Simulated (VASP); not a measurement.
# Rh (P6_3/mmc) in VASP: further runs, part 2 of 2

VASP 6.6.1.

**3. Relaxation of cell and atoms, PBEsol**

This run uses another cell than the first one, of 14.30 Å³/atom, 1.055 times its volume.

INCAR reads:

```
SYSTEM = Rh
  PREC = Accurate
  ENCUT = 500
  EDIFF = 1E-7
  ISMEAR = 0
  SIGMA = 0.05
  LREAL = .False.
  LASPH = .True.
  NELM = 120
  ALGO = Normal
  ISIF = 3
  LWAVE = .False.
  LCHARG = .False.
  GGA = PS
  IBRION = 2
  NSW = 60
  EDIFFG = -0.03
  GGA_COMPAT = .False.
  NELMIN = 4
```

KPOINTS reads:

```
Automatic mesh
0
Gamma
  9 9 5
  0 0 0
```

POSCAR reads:

```
Rh
1.0
    2.7309790400      0.0000000000      0.0000000000
   -1.3654895200      2.3650972300      0.0000000000
    0.0000000000      0.0000000000      4.4284890000
Rh
2
Direct
    0.6666666675      0.3333333277      0.7500000000
    0.3333333304      0.6666666681      0.2500000000
```

Potentials or basis: VASP PAW PBE potentials, release 64 (Rh_pv).

Run with:

```console
> cat potpaw_PBE.64/Rh_pv/POTCAR > POTCAR
> mpirun -np 1 vasp_std > vasp.out
```

OUTCAR:

```text
SYSTEM = Rh
   PREC = Accurate
   ENCUT = 500
   EDIFF = 1E-7
   ISMEAR = 0
   LREAL = .False.
   LASPH = .True.
   NELM = 120
   ISIF = 3
   GGA = PS
   IBRION = 2
   NSW = 60
   EDIFFG = -0.03
   NELMIN = 4

 ion  position               nearest neighbor table
   1  0.667  0.333  0.750-   2 2.72   2 2.72   2 2.72   2 2.72   2 2.72   2 2.72
   2  0.333  0.667  0.250-   1 2.72   1 2.72   1 2.72   1 2.72   1 2.72   1 2.72

  LATTYP: Found a hexagonal cell.
 ALAT       =     2.7309790400
 C/A-ratio  =     1.6215756090

  Lattice vectors:

 A1 = (   2.7309790400,   0.0000000000,   0.0000000000)
 A2 = (  -1.3654895200,   2.3650972300,   0.0000000000)
 A3 = (   0.0000000000,   0.0000000000,   4.4284890000)

Analysis of symmetry for initial positions (statically):
=====================================================================
 Subroutine PRICEL returns:
 Original cell was already a primitive cell.

 Routine SETGRP: Setting up the symmetry group for a
 hexagonal supercell.

 Subroutine GETGRP returns: Found 24 space group operations
 (whereof 12 operations were pure point group operations)
 out of a pool of 24 trial point group operations.

The static configuration has the point symmetry D_3d.
 The point group associated with its full space group is D_6h.

Analysis of symmetry for dynamics (positions and initial velocities):
=====================================================================
 Subroutine PRICEL returns:
 Original cell was already a primitive cell.

 Routine SETGRP: Setting up the symmetry group for a
 hexagonal supercell.

 Subroutine GETGRP returns: Found 24 space group operations
 (whereof 12 operations were pure point group operations)
 out of a pool of 24 trial point group operations.

The dynamic configuration has the point symmetry D_3d.
 The point group associated with its full space group is D_6h.

 Subroutine INISYM returns: Found 24 space group operations
 (whereof 12 operations are pure point group operations),
 and found     1 'primitive' translations

----------------------------------------------------------------------------------------

                                     Primitive cell

  volume of cell :      28.6037

  direct lattice vectors                    reciprocal lattice vectors
     2.730979040  0.000000000  0.000000000     0.366169050  0.211407799  0.000000000
    -1.365489520  2.365097230  0.000000000     0.000000000  0.422815598  0.000000000
     0.000000000  0.000000000  4.428489000     0.000000000  0.000000000  0.225810655

  length of vectors
     2.730979040  2.730979044  4.428489000     0.422815599  0.422815598  0.225810655

  position of ions in fractional coordinates (direct lattice)
     0.666666668  0.333333328  0.750000000
     0.333333330  0.666666668  0.250000000

  ion indices of the primitive-cell ions
   primitive index   ion index
                 1           1
                 2           2

[... 20 lines left out ...]

 Subroutine IBZKPT returns following result:
 ===========================================

 Found     36 irreducible k-points:

 Following reciprocal coordinates:
            Coordinates               Weight
  0.000000  0.000000  0.000000      1.000000
  0.111111  0.000000  0.000000      6.000000
  0.222222  0.000000  0.000000      6.000000
  0.333333  0.000000  0.000000      6.000000
  0.444444  0.000000  0.000000      6.000000
  0.111111  0.111111  0.000000      6.000000
[... 16 lines left out ...]
  0.333333  0.222222  0.200000     24.000000
  0.333333  0.333333  0.200000      4.000000
 [... further k-points ...]
   k-points           NKPTS =     36   k-points in BZ     NKDIM =     36   number of bands    NBANDS=     19
   number of dos      NEDOS =    301   number of ions     NIONS =      2
   total plane-waves  NPLWV =  12800
   dimension x,y,z NGX =    20 NGY =   20 NGZ =   32
   dimension x,y,z NGXF=    40 NGYF=   40 NGZF=   64
   ions per type =               2
   NGX,Y,Z   is equivalent  to a cutoff of  12.17, 12.17, 12.01 a.u.
   NGXF,Y,Z  is equivalent  to a cutoff of  24.35, 24.35, 24.03 a.u.
 SYSTEM =  Rh
   PREC   = accura    normal or accurate (medium, high low for compatibility)
   ISTART =      0    job   : 0-new  1-cont  2-samecut
   ICHARG =      2    charge: 1-file 2-atom 10-const
   ISPIN  =      1    spin polarized calculation?
   LNONCOLLINEAR =      F non collinear calculations
   LSORBIT =      F    spin-orbit coupling
   LASPH  =      T    aspherical Exc in radial PAW
   ENCUT  =  500.0 eV  36.75 Ry    6.06 a.u.   4.98  4.98  8.07*2*pi/ulx,y,z
   NELM   =    120;   NELMIN=  4; NELMDL= -5     # of ELM steps
   EDIFF  = 0.1E-06   stopping-criterion for ELM
   LREAL  =      F    real-space projection
   EDIFFG = -.3E-01   stopping-criterion for IOM
   NSW    =     60    number of steps for IOM
   IBRION =      2    ionic relax: 0-MD 1-quasi-New 2-CG
   NFREE  =      1    steps in history (QN), initial steepest desc. (CG)
   ISIF   =      3    stress and relaxation
   ISYM   =      2    0-nonsym 1-usesym 2-fastsym
   POTIM  = 0.5000    time-step for ionic-motion
   TEBEG  =    0.0;   TEEND  =   0.0 temperature during run
   PSTRESS=    0.0 pullay stress
   NELECT =      30.0000    total number of electrons
   NUPDOWN=      -1.0000    fix difference up-down
   EMIN   =  10.00;   EMAX   =-10.00  energy-range for DOS
   EFERMI =   0.00;   METHOD = LEGACY
   ISMEAR =     0;   SIGMA  =   0.05  broadening in eV -4-tet -1-fermi 0-gaus
   EFERMI_NEDOS =   21; number of points for ismear=-14 and -15
   IALGO  =     38    algorithm
   IMIX   =      4    mixing-type and parameters
     AMIX     =   0.40;   BMIX     =  1.00
     AMIX_MAG =   1.60;   BMIX_MAG =  1.00
  volume/ion in A,a.u.               =      14.30        96.51
  Fermi-wavevector in a.u.,A,eV,Ry     =   1.663314  3.143208 37.642066  2.766614
  Thomas-Fermi vector in A             =   2.750053
   LORBIT       =      0    0 simple, 1 ext, 2 COOP (PROOUT), +10 PAW based schemes
   GGA     = PS    functional components
   LHFCALC =     F    Hartree Fock is set to
   AEXX    =    0.0000 exact exchange contribution
   IVDW    =     0    specifies the selected vdW correction
   LEPSILON=     F    determine dielectric tensor
   LRPA    =     F    only Hartree local field effects (RPA)
 conjugate gradient relaxation of ions
 non-spin polarized calculation
 Gauss-broadening in eV      SIGMA  =   0.05
  energy-cutoff  :      500.00
  volume of cell :       28.60
 maximum number of plane-waves:       744
 NGX is ok and might be reduce to    20
   NGX =  9   NGY =  9   NGZ = 17

--------------------------------------- Ionic step        1  -------------------------------------------

 number of electron      30.0000011 magnetization

 Free energy of the ion-electron system (eV)
  ---------------------------------------------------
  ext. energy  EPLUGINS =         0.00000000
  ---------------------------------------------------
  free energy    TOTEN  =       -16.12821306 eV

  energy without entropy =      -16.12406994  energy(sigma->0) =      -16.12614150

------------------------ aborting loop because EDIFF is reached ----------------------------------------

  FORCE on cell =-STRESS in cart. coord.  units (eV):
  Direction    XX          YY          ZZ          XY          YZ          ZX
  --------------------------------------------------------------------------------------
  -------------------------------------------------------------------------------------
  Total       -2.4695162     -2.4695162     -2.4513662      0.0000000      0.0000000      0.0000000
  in kB     -138.3246317   -138.3246322   -137.3080014      0.0000000      0.0000000      0.0000000
  external PRESSURE =    -137.9857551 kB  Pullay stress =       0.0000000 kB
[... 95 lines left out ...]
--------------------------------------- Ionic step        4  -------------------------------------------

 number of electron      30.0000004 magnetization

 Free energy of the ion-electron system (eV)
  ---------------------------------------------------
  ext. energy  EPLUGINS =         0.00000000
  ---------------------------------------------------
  free energy    TOTEN  =       -16.19660734 eV

  energy without entropy =      -16.19271769  energy(sigma->0) =      -16.19466252

 E-fermi :  12.0943     XC(G=0): -14.3079

 val. band max:       12.0694211783   @ k =   0.3333   0.1111   0.2000
 cond. band min:      12.1106995692   @ k =   0.2222   0.1111   0.4000
 fundamental gap:      0.0412783909
 Fermi energy:        12.0942575768

 k-point     1 :       0.0000    0.0000    0.0000
  band No.  band energies     occupation
      1     -35.1262      2.00000
      2     -34.4237      2.00000
      3     -34.4237      2.00000
      4     -34.3393      2.00000
      5     -34.3126      2.00000
      6     -34.3126      2.00000
[... 505 lines left out ...]
      6     -34.5627      2.00000
[... 11 lines left out ...]
     18      18.9696      0.00000
     19      19.2569      0.00000

 [... further k-points ...]
[... 5 lines left out ...]
  --------------------------------------------------------------------------------------
  -------------------------------------------------------------------------------------
  Total       -0.0485089     -0.0485089      0.0265499      0.0000000     -0.0000000      0.0000000
  in kB       -2.8667975     -2.8667975      1.5690540      0.0000000     -0.0000000      0.0000000
  external PRESSURE =      -1.3881803 kB  Pullay stress =       0.0000000 kB
[... 17 lines left out ...]
  FREE ENERGIE OF THE ION-ELECTRON SYSTEM (eV)
  ---------------------------------------------------
  free  energy   TOTEN  =       -16.1966073362 eV

  energy  without entropy=      -16.1927176947  energy(sigma->0) =      -16.19466252

 reached required accuracy - stopping structural energy minimisation
```

CONTCAR:

```text
Rh
   1.00000000000000
     2.6824804160717322    0.0000000000000000    0.0000000000000000
    -1.3412402080358661    2.3230961894080551   -0.0000000000000000
     0.0000000000000000    0.0000000000000000    4.3504228174625039
  Rh
     2
Direct
     0.6666666675000030    0.3333333276999966    0.7500000000000000
     0.3333333304000021    0.6666666680999995    0.2500000000000000

  0.00000000E+00  0.00000000E+00  0.00000000E+00
  0.00000000E+00  0.00000000E+00  0.00000000E+00
```

It took 38 s on 1 thread of Intel Xeon 6975P-C, shared host; peak memory 0.15 GiB.

Results:

```
Free energy                            : -16.1966 eV
Relaxed volume                         : 13.56 Å³/atom
Relaxed cell                           : a = 2.682 Å, b = 2.682 Å, c = 4.350 Å, α = 90.00°, β = 90.00°, γ = 120.00°
Space group after relaxing (to 0.05 Å) : P6_3/mmc (No. 194)
Energy gained by relaxing              : 34.2 meV/atom
Ionic steps                            : 4
Pressure after relaxing                : -0.1 GPa
Band gap on the k mesh                 : zero (band 15 reaches 12.75 eV, above the bottom of band 16 at 10.58 eV)
```

Stress tensor (GPa, compression positive):
```
-0.29  0.00  0.00
 0.00 -0.29  0.00
 0.00  0.00  0.16
```

Step by step:
```
step  energy change (eV)  largest force (eV/Å)  pressure (GPa)  volume (Å³)
   1              0.0000                0.0000          -13.80        28.60
   2              0.4077                0.0000           52.76        23.80
   3             -0.0682                0.0000           -0.74        27.17
   4             -0.0684                0.0000           -0.14        27.11
```

Final structure:
```yaml
crystal:
  lattice:
    - [2.68248, 0.00000, 0.00000]
    - [-1.34124, 2.32310, 0.00000]
    - [0.00000, 0.00000, 4.35042]
  atoms:
    - { symbol: Rh, position: [0.66667, 0.33333, 0.75000] }
    - { symbol: Rh, position: [0.33333, 0.66667, 0.25000] }
```

Levels at points of the mesh, in eV from the Fermi level:
| k point | band 12 | band 13 | band 14 | band 15 | band 16 | band 17 | band 18 | band 19 |
| --- | --- | --- | --- | --- | --- | --- | --- | --- |
| (0.00, 0.00, 0.00) | -2.56 | -2.56 | -1.92 | -1.92 | 0.16 | 0.16 | 0.61 | 8.70 |

Caveat: the PAW data sets were made with another functional, which shifts forces and pressure a little.

**4. Relaxation of cell and atoms, PBEsol, target pressure 15 GPa, at which the enthalpy is minimised**

This run uses another cell than the first one, of 14.30 Å³/atom, 1.055 times its volume.

INCAR reads:

```
SYSTEM = Rh
PREC = Accurate
ENCUT = 500
EDIFF = 1E-7
ISMEAR = 0
SIGMA = 0.05
LREAL = .False.
LASPH = .True.
NELM = 120
ALGO = Normal
ISIF = 3
LWAVE = .False.
LCHARG = .False.
GGA = PS
IBRION = 2
NSW = 60
EDIFFG = -0.03
PSTRESS = 150.0
GGA_COMPAT = .False.
NELMIN = 4
```

KPOINTS is that of step 3.

POSCAR is that of step 3.

Run with:

```console
> cat potpaw_PBE.64/Rh_pv/POTCAR > POTCAR
> mpirun -np 1 vasp_std > vasp.out
```

It took 60 s on 1 thread of Intel Xeon 6975P-C, shared host; peak memory 0.15 GiB.

It converged, with:

| Quantity | Value |
| --- | --- |
| Free energy | -16.1416 eV |
| Relaxed volume | 12.94 Å³/atom |
| Relaxed cell | a = 2.640 Å, b = 2.640 Å, c = 4.289 Å, α = 90.00°, β = 90.00°, γ = 120.00° |
| Space group after relaxing (to 0.05 Å) | P6_3/mmc (No. 194) |
| Energy change on relaxing (the enthalpy is what falls) | -6.7 meV/atom |
| Ionic steps | 9 |
| Pressure after relaxing | 15.1 GPa |
| Band gap on the k mesh | zero (band 15 reaches 13.71 eV, above the bottom of band 16 at 11.36 eV) |

The path:
```csv
step,energy change (eV),largest force (eV/Å),pressure (GPa),volume (Å³)
1,0.0000,0.0000,-13.80,28.60
2,4.0838,0.0000,236.75,19.23
3,-0.0386,0.0000,10.88,26.19
4,-0.0243,0.0000,13.44,26.00
5,-0.0143,0.0000,15.01,25.89
6,-0.0191,0.0000,14.27,25.94
7,-0.0187,0.0000,14.34,25.93
8,-0.0188,0.0000,14.30,25.94
9,-0.0134,0.0000,15.14,25.88
```

Final structure:
```yaml
crystal:
  lattice:
    - [2.63951, 0.00000, 0.00000]
    - [-1.31975, 2.28588, 0.00000]
    - [0.00000, 0.00000, 4.28893]
  atoms:
    - { symbol: Rh, position: [0.66667, 0.33333, 0.75000] }
    - { symbol: Rh, position: [0.33333, 0.66667, 0.25000] }
```

Levels at points of the mesh, in eV from the Fermi level:
```tsv
k point	band 13	band 14	band 15	band 16	band 17	band 18
(0.00, 0.00, 0.00)	-2.75	-2.06	-2.06	0.18	0.18	0.54
```

Caveat: the cell is relaxed towards a set pressure, so the enthalpy falls and the energy may rise; the PAW data sets were made with another functional, which shifts forces and pressure a little.

**5. Summary**

```csv
task,cell,gap on the mesh (eV),pressure (GPa)
single point,"a = 2.681, b = 2.681, c = 4.353 Å, angles 90.0, 90.0, 120.0°, 2 atoms",none,0.0
relaxation of cell and atoms,"relaxed from a = 2.731, b = 2.731, c = 4.428 Å, angles 90.0, 90.0, 120.0°, 2 atoms",none,-0.1
relaxation of cell and atoms,"relaxed to 15 GPa from a = 2.731, b = 2.731, c = 4.428 Å, angles 90.0, 90.0, 120.0°, 2 atoms",none,15.1
```

Alike in all rows: level PBEsol; potentials or basis VASP PAW PBE potentials, release 64 (Rh_pv); no spin polarisation; k mesh 9 × 9 × 5; cutoff (eV) 500; smearing gaussian 0.05 eV.

Caveats: the PAW data sets were made with another functional, which shifts forces and pressure a little; the cell is relaxed towards a set pressure, so the enthalpy falls and the energy may rise (some runs).

Absolute energies hang on the potentials; compare differences alone.
